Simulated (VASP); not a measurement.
CuO, 4 atoms in the cell. It takes space group P4/nmm (No. 129, tetragonal). Conventional cell: a = 3.175 Å, b = 3.175 Å, c = 4.650 Å, α = 90.00°, β = 90.00°, γ = 90.00°. Cu (site symmetry -4m2) has 4 O at 2.02 Å and 4 Cu at 2.25 Å within 2.7 Å. O (site symmetry 4mm) has 4 Cu at 2.02 Å within 2.7 Å. 

```yaml
Program: VASP 6.6.1
Task: single point
Functional: r2SCAN
Potentials_or_basis: VASP PAW PBE potentials, release 64 (Cu, O)
Cutoff: 520 eV
k_mesh: 6 × 6 × 4
Occupations: gaussian, width 0.05 eV
Spin: collinear spin, antiferromagnetic start
Starting_moments: "[1.0, -1.0, 0.0, 0.0] μB"
Hubbard_terms: Cu d U = 1.0 eV
Dipole_correction: no
Further_INCAR_settings: ALGO = Normal; EDIFF = 1e-07; NBANDS = 29
```

Potentials or basis: VASP PAW PBE potentials, release 64 (Cu, O).

Launch:

```sh
$ cat potpaw_PBE.64/Cu/POTCAR potpaw_PBE.64/O/POTCAR > POTCAR
$ cp INCAR.step1 INCAR
$ mpirun -np 1 vasp_std > vasp.out
$ cp INCAR.step2 INCAR
$ mpirun -np 1 vasp_std > vasp.out
```

Hardware: 1 thread of AMD EPYC 9R45 96-Core Processor (Zen 5), with other jobs on the host.

Estimate the wall time of this run.

Wall time 2.8 min on 1 thread of AMD EPYC 9R45 96-Core Processor (Zen 5), on a shared host, peak memory 0.18 GiB. Counts: k points 30.
